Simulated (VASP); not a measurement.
# La (P6_3/mmc) in VASP: notebook

Aim: see how the results for La move with the level of theory and the settings. Levels: LDA, PBEsol, r2SCAN. Tasks: electric field gradients.

Program: VASP 6.6.1. These are calculated values, not measurements. Logs are shortened: lines on timing, memory, paths and dates and some standing lists are left out, and cuts for length are marked.

## Step 1: The cell of the first run

Symmetry: P6_3/mmc, No. 194, hexagonal system. The conventional cell has a = 3.699 Å, b = 3.699 Å, c = 5.988 Å, α = 90.00°, β = 90.00°, γ = 120.00°. Within 4.8 Å of La (site symmetry -6m2) lie 12 La at 3.68 to 3.70 Å.

## Step 2: Electric field gradients, LDA (35.48 Å³/atom)

INCAR reads:

```
PREC     = Accurate       # precision mode
ENCUT    = 520            # plane-wave cutoff, eV
EDIFF    = 1E-8           # SCF threshold, eV
ISMEAR   = -1             # smearing method
SIGMA    = 0.05           # smearing width, eV
LREAL    = False          # projectors in reciprocal space
LASPH    = True           # aspherical terms in the spheres
NELM     = 100            # most SCF steps
ALGO     = Normal         # electronic algorithm
ISIF     = 2              # what is computed and relaxed
LWAVE    = False          # write WAVECAR
LCHARG   = False          # write CHGCAR
LEFG     = True         
NBANDS   = 18             # bands
```

KPOINTS reads:

```
regular mesh
0
Gamma
  11 11 6
```

POSCAR reads:

```
La
1.0
    3.6993201345      0.0000000000      0.0000000000
   -1.8496600672      3.2037052131      0.0000000000
    0.0000000000      0.0000000000      5.9879629165
La
2
Direct
    0.3333333333      0.6666666667      0.2500000000
    0.6666666667      0.3333333333      0.7500000000
```

Potentials or basis: VASP PAW LDA potentials, release 64 (La).

Launch:

```sh
cat potpaw_LDA.64/La/POTCAR > POTCAR
mpirun -np 1 vasp_std > vasp.out
```

OUTCAR:

```text
PREC = Accurate
   ENCUT = 520
   EDIFF = 1E-8
   ISMEAR = -1
   LREAL = False
   LASPH = True
   NELM = 100
   ISIF = 2

 ion  position               nearest neighbor table
   1  0.333  0.667  0.250-   2 3.68   2 3.68   2 3.68   2 3.68   2 3.68   2 3.68
   2  0.667  0.333  0.750-   1 3.68   1 3.68   1 3.68   1 3.68   1 3.68   1 3.68

  LATTYP: Found a hexagonal cell.
 ALAT       =     3.6993201345
 C/A-ratio  =     1.6186657815

  Lattice vectors:

 A1 = (   3.6993201345,   0.0000000000,   0.0000000000)
 A2 = (  -1.8496600672,   3.2037052131,   0.0000000000)
 A3 = (   0.0000000000,   0.0000000000,   5.9879629165)

Analysis of symmetry for initial positions (statically):
=====================================================================
 Subroutine PRICEL returns:
 Original cell was already a primitive cell.

 Routine SETGRP: Setting up the symmetry group for a
 hexagonal supercell.

 Subroutine GETGRP returns: Found 24 space group operations
 (whereof 12 operations were pure point group operations)
 out of a pool of 24 trial point group operations.

The static configuration has the point symmetry D_3d.
 The point group associated with its full space group is D_6h.

Analysis of symmetry for dynamics (positions and initial velocities):
=====================================================================
 Subroutine PRICEL returns:
 Original cell was already a primitive cell.

 Routine SETGRP: Setting up the symmetry group for a
 hexagonal supercell.

 Subroutine GETGRP returns: Found 24 space group operations
 (whereof 12 operations were pure point group operations)
 out of a pool of 24 trial point group operations.

The dynamic configuration has the point symmetry D_3d.
 The point group associated with its full space group is D_6h.

 Subroutine INISYM returns: Found 24 space group operations
 (whereof 12 operations are pure point group operations),
 and found     1 'primitive' translations

----------------------------------------------------------------------------------------

                                     Primitive cell

  volume of cell :      70.9665

  direct lattice vectors                    reciprocal lattice vectors
     3.699320135  0.000000000  0.000000000     0.270319941  0.156069291  0.000000000
[... 126 lines left out ...]
 Free energy of the ion-electron system (eV)
  ---------------------------------------------------
  ext. energy  EPLUGINS =         0.00000000
  ---------------------------------------------------
  free energy    TOTEN  =       -11.05627709 eV

  energy without entropy =      -11.02351057  energy(sigma->0) =      -11.03989383

 E-fermi :   8.0927     XC(G=0):  -9.9500

 val. band max:        8.0897440166   @ k =   0.4545   0.0909   0.3333
 cond. band min:       8.0939623080   @ k =   0.3636   0.2727   0.0000
 fundamental gap:      0.0042182914
 Fermi energy:         8.0927405723

 k-point     1 :       0.0000    0.0000    0.0000
  band No.  band energies     occupation
      1     -24.5940      2.00000
      2     -24.3483      2.00000
      3      -9.0866      2.00000
      4      -7.7025      2.00000
      5      -7.7025      2.00000
      6      -7.4889      2.00000
[... 481 lines left out ...]
      5      -8.1546      2.00000
      6      -7.8652      2.00000
[... 10 lines left out ...]
     17       9.7992      0.00000
     18       9.8236      0.00000

 [... further k-points ...]

------------------------ aborting loop because EDIFF is reached ----------------------------------------

  FORCE on cell =-STRESS in cart. coord.  units (eV):
  Direction    XX          YY          ZZ          XY          YZ          ZX
  --------------------------------------------------------------------------------------
  -------------------------------------------------------------------------------------
  Total       -0.9769823     -0.9769823     -0.9722141     -0.0000000     -0.0000000      0.0000000
  in kB      -22.0568623    -22.0568623    -21.9492128     -0.0000000     -0.0000000      0.0000000
  external PRESSURE =     -22.0209791 kB  Pullay stress =       0.0000000 kB

 VOLUME and BASIS-vectors are now :
 -----------------------------------------------------------------------------
  energy-cutoff  :      520.00
  volume of cell :       70.97
      direct lattice vectors                 reciprocal lattice vectors
     3.699320135  0.000000000  0.000000000     0.270319941  0.156069291  0.000000000
    -1.849660067  3.203705213  0.000000000     0.000000000  0.312138581  0.000000000
     0.000000000  0.000000000  5.987962916     0.000000000  0.000000000  0.167001702

 POSITION                                       TOTAL-FORCE (eV/Angst)
 -----------------------------------------------------------------------------------
     -0.00000      2.13580      1.49699        -0.000000     -0.000000      0.000000
      1.84966      1.06790      4.49097         0.000000      0.000000      0.000000
 -----------------------------------------------------------------------------------
    total drift:                               -0.000000      0.000000     -0.000000

  FREE ENERGIE OF THE ION-ELECTRON SYSTEM (eV)
  ---------------------------------------------------
  free  energy   TOTEN  =       -11.0562770909 eV

  energy  without entropy=      -11.0235105661  energy(sigma->0) =      -11.03989383

 Electric field gradients (V/A^2)
---------------------------------------------------------------------
 ion       V_xx      V_yy      V_zz      V_xy      V_xz      V_yz
---------------------------------------------------------------------
   1      -5.901    -5.901    11.802     0.000     0.000    -0.000
   2      -5.901    -5.901    11.802     0.000    -0.000     0.000
---------------------------------------------------------------------

 Electric field gradients after diagonalization (V/A^2)
 (convention: |V_zz| > |V_xx| > |V_yy|)
----------------------------------------------------------------------
 ion       V_xx      V_yy      V_zz     asymmetry (V_yy - V_xx)/ V_zz
----------------------------------------------------------------------
   1      -5.901    -5.901    11.802       0.000
   2      -5.901    -5.901    11.802       0.000
----------------------------------------------------------------------

           NMR quadrupolar parameters

 Cq : quadrupolar parameter    Cq=e*Q*V_zz/h
 eta: asymmetry parameters     (V_yy - V_xx)/ V_zz
 Q  : nuclear electric quadrupole moment in mb (millibarn)
----------------------------------------------------------------------
 ion       Cq(MHz)       eta       Q (mb)
----------------------------------------------------------------------
   1       0.029       0.000       1.000
   2       0.029       0.000       1.000
----------------------------------------------------------------------
```

OSZICAR:

```text
N       E                     dE             d eps       ncg     rms          rms(c)
DAV:   1     0.244683440374E+03    0.24468E+03   -0.80653E+03  2312   0.173E+03
DAV:   2     0.243436064384E+02   -0.22034E+03   -0.21690E+03  3256   0.305E+02
DAV:   3    -0.776715614485E+01   -0.32111E+02   -0.31398E+02  3820   0.135E+02
DAV:   4    -0.108308025066E+02   -0.30636E+01   -0.30167E+01  4576   0.362E+01
DAV:   5    -0.110720122330E+02   -0.24121E+00   -0.24047E+00  3728   0.973E+00    0.345E+00
DAV:   6    -0.110762733599E+02   -0.42611E-02   -0.49491E-01  4598   0.453E+00    0.172E+00
DAV:   7    -0.110579751597E+02    0.18298E-01   -0.36780E-02  3792   0.124E+00    0.540E-01
DAV:   8    -0.110561710361E+02    0.18041E-02   -0.67682E-03  4576   0.599E-01    0.643E-02
DAV:   9    -0.110562561477E+02   -0.85112E-04   -0.62265E-04  3984   0.151E-01    0.372E-02
DAV:  10    -0.110562775702E+02   -0.21423E-04   -0.13781E-04  4392   0.688E-02    0.280E-02
DAV:  11    -0.110562770239E+02    0.54636E-06   -0.19998E-05  3888   0.423E-02    0.741E-03
DAV:  12    -0.110562771337E+02   -0.10979E-06   -0.13245E-06  4344   0.133E-02    0.157E-03
DAV:  13    -0.110562770942E+02    0.39444E-07   -0.39866E-07  4296   0.575E-03    0.664E-04
DAV:  14    -0.110562770909E+02    0.33099E-08   -0.39943E-08  3320   0.214E-03
   1 F= -.11056277E+02 E0= -.11039894E+02  d E =-.327665E-01
```

stdout:

```text
POSCAR found type information on POSCAR La
 POSCAR found :  1 types and       2 ions
 scaLAPACK will be used
 LDA part: xc-table for (Slater(with rela. corr.)+CA(PZ))
 , standard interpolation
 POSCAR, INCAR and KPOINTS ok, starting setup
 FFT: planning ... GRIDC
 FFT: planning ... GRID_SOFT
 FFT: planning ... GRID
 WAVECAR not read
 entering main loop
ion   1

ion   2
```

Run time: 52 s. Hardware: 1 thread of Intel Xeon Platinum 8559C (Emerald Rapids), shared host; peak memory 0.21 GiB.

What came out:

- Free energy: -11.0563 eV
- Pressure: -2.2 GPa
- Band gap on the k mesh: zero (bands 11 and 12 overlap by 1.45 eV)
- Largest electric field gradient by atom: La +11.8 V/Å²

Electric field gradients, principal values (V/Å²):
| atom | least | middle | greatest (by size) |
| --- | --- | --- | --- |
| 1 La | -5.901 | -5.901 | 11.802 |
| 2 La | -5.901 | -5.901 | 11.802 |

Caveat: without QUAD_EFG the Cq values of the log hold for a quadrupole moment of 1 mb, not for the nuclei; spin-orbit coupling is left out, which moves the levels of the heavy elements.

## Step 3: Electric field gradients, PBEsol

This run uses another cell than the first one, of 36.96 Å³/atom.

INCAR reads:

```
PREC = Accurate
ENCUT = 520
EDIFF = 1E-8
ISMEAR = -1
SIGMA = 0.05
LREAL = False
LASPH = True
NELM = 60
ALGO = Normal
ISIF = 2
LWAVE = False
LCHARG = False
GGA = PS
LEFG = True
NBANDS = 18
```

KPOINTS is that of step 2.

POSCAR reads:

```
La
1.0
    3.7500020507      0.0000000000      0.0000000000
   -1.8750010253      3.2475970401      0.0000000000
    0.0000000000      0.0000000000      6.0700000000
La
2
Direct
    0.3333333333      0.6666666667      0.2500000000
    0.6666666667      0.3333333333      0.7500000000
```

Potentials or basis: VASP PAW PBE potentials, release 64 (La).

Launch:

```sh
cat potpaw_PBE.64/La/POTCAR > POTCAR
mpirun -np 1 vasp_std > vasp.out
```

OUTCAR:

```text
PREC = Accurate
   ENCUT = 520
   EDIFF = 1E-8
   ISMEAR = -1
   LREAL = False
   LASPH = True
   NELM = 60
   ISIF = 2
   GGA = PS

 ion  position               nearest neighbor table
   1  0.333  0.667  0.250-
   2  0.667  0.333  0.750-

  LATTYP: Found a hexagonal cell.
 ALAT       =     3.7500020507
 C/A-ratio  =     1.6186657815

  Lattice vectors:

 A1 = (   3.7500020507,   0.0000000000,   0.0000000000)
 A2 = (  -1.8750010253,   3.2475970401,   0.0000000000)
 A3 = (   0.0000000000,   0.0000000000,   6.0700000000)
[... 715 lines left out ...]

  FREE ENERGIE OF THE ION-ELECTRON SYSTEM (eV)
  ---------------------------------------------------
  free  energy   TOTEN  =       -10.6092940745 eV

  energy  without entropy=      -10.5755252635  energy(sigma->0) =      -10.59240967

 Electric field gradients (V/A^2)
---------------------------------------------------------------------
 ion       V_xx      V_yy      V_zz      V_xy      V_xz      V_yz
---------------------------------------------------------------------
   1      -5.696    -5.695    11.391     0.001     0.000    -0.000
   2      -5.696    -5.695    11.391     0.001    -0.000     0.000
---------------------------------------------------------------------

 Electric field gradients after diagonalization (V/A^2)
 (convention: |V_zz| > |V_xx| > |V_yy|)
----------------------------------------------------------------------
 ion       V_xx      V_yy      V_zz     asymmetry (V_yy - V_xx)/ V_zz
----------------------------------------------------------------------
   1      -5.696    -5.695    11.391       0.000
   2      -5.696    -5.695    11.391       0.000
----------------------------------------------------------------------

           NMR quadrupolar parameters

 Cq : quadrupolar parameter    Cq=e*Q*V_zz/h
 eta: asymmetry parameters     (V_yy - V_xx)/ V_zz
 Q  : nuclear electric quadrupole moment in mb (millibarn)
----------------------------------------------------------------------
 ion       Cq(MHz)       eta       Q (mb)
----------------------------------------------------------------------
   1       0.028       0.000       1.000
   2       0.028       0.000       1.000
----------------------------------------------------------------------
```

Run time: 74 s. Hardware: 1 thread of Intel Xeon Platinum 8559C (Emerald Rapids), shared host; peak memory 0.23 GiB.

What came out:

```
Free energy                             : -10.6093 eV
Pressure                                : -1.7 GPa
Band gap on the k mesh                  : zero (bands 11 and 12 overlap by 1.48 eV)
Largest electric field gradient by atom : La +11.4 V/Å²
```

Stress tensor (GPa, compression positive):
```
-1.62  0.00  0.00
 0.00 -1.62  0.00
 0.00  0.00 -1.76
```

Electric field gradients, principal values (V/Å²):
| atom | least | middle | greatest (by size) |
| --- | --- | --- | --- |
| 1 La | -5.695 | -5.696 | 11.391 |
| 2 La | -5.695 | -5.696 | 11.391 |

Caveat: without QUAD_EFG the Cq values of the log hold for a quadrupole moment of 1 mb, not for the nuclei; the PAW data sets were made with another functional, which shifts forces and pressure a little; spin-orbit coupling is left out, which moves the levels of the heavy elements.

## Step 4: Electric field gradients, r2SCAN

This run uses another cell than the first one, of 36.96 Å³/atom.

POSCAR is that of step 3.

INCAR.step1 reads:

```
SYSTEM = La
PREC = Accurate
ENCUT = 520
ISMEAR = -1
SIGMA = 0.05
LREAL = .False.
LASPH = .True.
NELM = 60
NBANDS = 18
GGA = PE
ALGO = Normal
EDIFF = 1E-4
LWAVE = .True.
LCHARG = .False.
```

INCAR.step2 reads:

```
SYSTEM = La
PREC = Accurate
ENCUT = 520
EDIFF = 1E-8
ISMEAR = -1
SIGMA = 0.05
LREAL = .False.
LASPH = .True.
NELM = 60
ALGO = Normal
ISIF = 2
LWAVE = .False.
LCHARG = .False.
METAGGA = R2SCAN
LMIXTAU = .True.
LEFG = .True.
NBANDS = 18
ISTART = 1
```

KPOINTS reads:

```
regular mesh
0
Gamma
  11 11 6
  0 0 0
```

Potentials or basis: VASP PAW PBE potentials, release 64 (La).

Launch:

```sh
cat potpaw_PBE.64/La/POTCAR > POTCAR
cp INCAR.step1 INCAR
mpirun -np 1 vasp_std > vasp.out
cp INCAR.step2 INCAR
mpirun -np 1 vasp_std > vasp.out
```

OUTCAR:

```text
SYSTEM = La
   PREC = Accurate
   ENCUT = 520
   EDIFF = 1E-8
   ISMEAR = -1
   LREAL = .False.
   LASPH = .True.
   NELM = 60
   ISIF = 2
   METAGGA = R2SCAN
   ISTART = 1

 ion  position               nearest neighbor table
   1  0.333  0.667  0.250-
   2  0.667  0.333  0.750-

  LATTYP: Found a hexagonal cell.
 ALAT       =     3.7500020507
 C/A-ratio  =     1.6186657815

  Lattice vectors:

[... 718 lines left out ...]

  FREE ENERGIE OF THE ION-ELECTRON SYSTEM (eV)
  ---------------------------------------------------
  free  energy   TOTEN  =       -59.4321621185 eV

  energy  without entropy=      -59.4015183410  energy(sigma->0) =      -59.41684023

 Electric field gradients (V/A^2)
---------------------------------------------------------------------
 ion       V_xx      V_yy      V_zz      V_xy      V_xz      V_yz
---------------------------------------------------------------------
   1      -8.533    -8.533    17.066     0.000     0.000    -0.000
   2      -8.533    -8.533    17.066     0.000    -0.000     0.000
---------------------------------------------------------------------

 Electric field gradients after diagonalization (V/A^2)
 (convention: |V_zz| > |V_xx| > |V_yy|)
----------------------------------------------------------------------
 ion       V_xx      V_yy      V_zz     asymmetry (V_yy - V_xx)/ V_zz
----------------------------------------------------------------------
   1      -8.534    -8.533    17.066       0.000
   2      -8.534    -8.533    17.066       0.000
----------------------------------------------------------------------

           NMR quadrupolar parameters

 Cq : quadrupolar parameter    Cq=e*Q*V_zz/h
 eta: asymmetry parameters     (V_yy - V_xx)/ V_zz
 Q  : nuclear electric quadrupole moment in mb (millibarn)
----------------------------------------------------------------------
 ion       Cq(MHz)       eta       Q (mb)
----------------------------------------------------------------------
   1       0.041       0.000       1.000
   2       0.041       0.000       1.000
----------------------------------------------------------------------
```

OSZICAR.step1:

```text
N       E                     dE             d eps       ncg     rms          rms(c)
DAV:   1     0.252266502892E+03    0.25227E+03   -0.81256E+03  2312   0.168E+03
DAV:   2     0.276794322249E+02   -0.22459E+03   -0.22134E+03  3240   0.301E+02
DAV:   3    -0.619159248034E+01   -0.33871E+02   -0.32933E+02  3834   0.137E+02
DAV:   4    -0.941949049655E+01   -0.32279E+01   -0.31734E+01  4562   0.381E+01
DAV:   5    -0.968514373518E+01   -0.26565E+00   -0.26439E+00  3744   0.103E+01    0.336E+00
DAV:   6    -0.972039663336E+01   -0.35253E-01   -0.52458E-01  4576   0.493E+00    0.170E+00
DAV:   7    -0.971753406639E+01    0.28626E-02   -0.56488E-02  3824   0.184E+00    0.523E-01
DAV:   8    -0.972167694803E+01   -0.41429E-02   -0.23591E-02  4552   0.119E+00    0.213E-01
DAV:   9    -0.972132660778E+01    0.35034E-03   -0.44820E-04  3760   0.164E-01    0.230E-01
DAV:  10    -0.972467657359E+01   -0.33500E-02   -0.11941E-02  3992   0.771E-01    0.955E-02
DAV:  11    -0.972475340476E+01   -0.76831E-04   -0.77030E-04  4592   0.232E-01
   1 F= -.97247534E+01 E0= -.97079236E+01  d E =-.336596E-01
```

Wall time 5.6 min (1 thread of Intel Xeon Platinum 8559C (Emerald Rapids), shared host); peak memory 0.25 GiB.

What came out:

- Free energy: -59.4322 eV
- Pressure: 0.7 GPa
- Band gap on the k mesh: zero (bands 11 and 12 overlap by 1.67 eV)
- Largest electric field gradient by atom: La +17.1 V/Å²

Electric field gradients, principal values (V/Å²):
```
atom   least  middle  greatest (by size)
1 La  -8.533  -8.534              17.066
2 La  -8.533  -8.534              17.066
```

Caveat: without QUAD_EFG the Cq values of the log hold for a quadrupole moment of 1 mb, not for the nuclei; the PAW data sets were made with another functional, which shifts forces and pressure a little; spin-orbit coupling is left out, which moves the levels of the heavy elements.

## Step 5: The runs side by side

| level | potentials or basis | cell | gap on the mesh (eV) | pressure (GPa) |
| --- | --- | --- | --- | --- |
| LDA | VASP PAW LDA potentials, release 64 (La) | a = 3.699, b = 3.699, c = 5.988 Å, angles 90.0, 90.0, 120.0°, 2 atoms | none | -2.2 |
| PBEsol | VASP PAW PBE potentials, release 64 (La) | a = 3.750, b = 3.750, c = 6.070 Å, angles 90.0, 90.0, 120.0°, 2 atoms | none | -1.7 |
| r2SCAN | VASP PAW PBE potentials, release 64 (La) | a = 3.750, b = 3.750, c = 6.070 Å, angles 90.0, 90.0, 120.0°, 2 atoms | none | 0.7 |

Alike in all rows: task electric field gradients; no spin polarisation; k mesh 11 × 11 × 6; cutoff (eV) 520; smearing fermi-dirac 0.05 eV.

Caveats: spin-orbit coupling is left out, which moves the levels of the heavy elements; the PAW data sets were made with another functional, which shifts forces and pressure a little (at least some runs).

Total energies depend on the potentials used, so only differences within one code and one set of settings carry meaning.
